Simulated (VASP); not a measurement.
SiGe:

```
Ge Si
1.0
     3.21015    0.00000    0.00000
     0.00000    3.21015    0.00000
     0.00000    0.00000    3.21015
Ge Si
1 1
Direct
  0.00000 0.00000 0.00000
  0.50000 0.50000 0.50000
```

Base run:

| Property | Result |
| --- | --- |
| Program | VASP 6.6.1 |
| Functional | r2SCAN |
| Dispersion | D4 |
| Potentials or basis | VASP PAW PBE potentials, release 64 (Ge_d, Si) |
| Cutoff | 520 eV |
| k mesh | 6 × 6 × 6 |
| Occupations | fermi-dirac, width 0.02 eV |
| Spin | no spin polarisation |

Its results: band gap on the k mesh zero (band 9 reaches 11.23 eV, above the bottom of band 10 at 5.64 eV); pressure 0.8 GPa.

Task: The run is repeated on the same cell with these changes: dispersion from D4 to D3(BJ). What comes out?

Result: Band gap on the k mesh zero (band 9 reaches 11.23 eV, above the bottom of band 10 at 5.64 eV); pressure 0.3 GPa.

Caveats: the PAW data sets were made with another functional, which shifts forces and pressure a little; pairwise dispersion overbinds metals, which lowers pressure and volume.
